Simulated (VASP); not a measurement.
Write the native input for VASP 6.6.1 that does the following.

```
Task                   : single point
Functional             : r2SCAN
Potentials or basis    : VASP PAW PBE potentials, release 64 (Lu)
Cutoff                 : 520 eV
k mesh                 : 13 × 13 × 13
Occupations            : fermi-dirac, width 0.0808 eV
Spin                   : no spin polarisation
Dipole correction      : no
Further INCAR settings : ALGO = Normal; EDIFF = 1e-06; NBANDS = 18
```

Lu:

```
Lu
1.0
    -1.97078    1.97078    1.62264
     1.97078   -1.97078    1.62264
     1.97078    1.97078   -1.62264
Lu
1
Direct
  0.00000 0.00000 0.00000
```

These files were run (other wordings do the same):

POSCAR

```
Lu
1.0
   -1.9707770000      1.9707770000      1.6226400000
    1.9707770000     -1.9707770000      1.6226400000
    1.9707770000      1.9707770000     -1.6226400000
Lu
1
Direct
    0.0000000000      0.0000000000      0.0000000000
```

INCAR.step1

```
SYSTEM = Lu
ALGO = Normal
EDIFF = 1E-4
ENCUT = 520
GGA = PE
ISMEAR = -1
LASPH = .TRUE.
LCHARG = .FALSE.
LREAL = .FALSE.
LWAVE = .TRUE.
NBANDS = 18
NELM = 60
PREC = Accurate
SIGMA = 0.0808
```

INCAR.step2

```
SYSTEM = Lu
ALGO = Normal
EDIFF = 1E-6
ENCUT = 520
ISIF = 2
ISMEAR = -1
ISTART = 1
LASPH = .TRUE.
LCHARG = .FALSE.
LMIXTAU = .TRUE.
LREAL = .FALSE.
LWAVE = .FALSE.
METAGGA = R2SCAN
NBANDS = 18
NELM = 60
PREC = Accurate
SIGMA = 0.0808
```

KPOINTS

```
k-points
0
G
  13 13 13
  0 0 0
```

Potentials or basis: VASP PAW PBE potentials, release 64 (Lu).

Run with:

```console
$ cat potpaw_PBE.64/Lu/POTCAR > POTCAR
$ cp INCAR.step1 INCAR
$ mpirun -np 1 vasp_std > vasp.out
$ cp INCAR.step2 INCAR
$ mpirun -np 1 vasp_std > vasp.out
```

Results of the run:

The pressure is 9.1 GPa and the band gap on the k mesh is zero (an odd number of electrons rules out a gap without spin polarisation).

Caveat: the stress differs along the axes, from 7 to 14 GPa; the PAW data sets were made with another functional, which shifts forces and pressure a little; spin-orbit coupling is left out, which moves the levels of the heavy elements.

It took 7 min on 1 thread of AMD EPYC 7R43 64-Core Processor (Zen 3), with other jobs on the host, peak memory 0.18 GiB.
